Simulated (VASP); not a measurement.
A run of VASP 6.6.1:

Contents of INCAR:

```
  ALGO = Normal
  EDIFF = 1E-6
  ENCUT = 520
  ISIF = 2
  ISMEAR = -1
  LASPH = True
  LCHARG = False
  LREAL = False
  LWAVE = False
  NBANDS = 13
  NELM = 80
  PREC = Accurate
  SIGMA = 0.05
```

KPOINTS

```
k-points
0
Gamma
  14 14 14
```

POSCAR

```
W
1.0
   -0.0609000000      1.9995500000      1.9995500000
    1.9995500000     -0.0609000000      1.9995500000
    1.9995500000      1.9995500000     -0.0609000000
W
1
Direct
    0.0000000000      0.0000000000      0.0000000000
```

Potentials or basis: VASP PAW LDA potentials, release 64 (W_sv).

Launch:

```bash
$ cat potpaw_LDA.64/W_sv/POTCAR > POTCAR
$ mpirun -np 1 vasp_std > vasp.out
```

Hardware: 1 thread of AMD EPYC 7R13 Processor (Zen 3), on a shared host.

Task: Estimate the wall time of this run.

Result: Wall time 44 s on 1 thread of AMD EPYC 7R13 Processor (Zen 3), on a shared host, peak memory 0.15 GiB. Counts: scf iterations 11, k points 288.
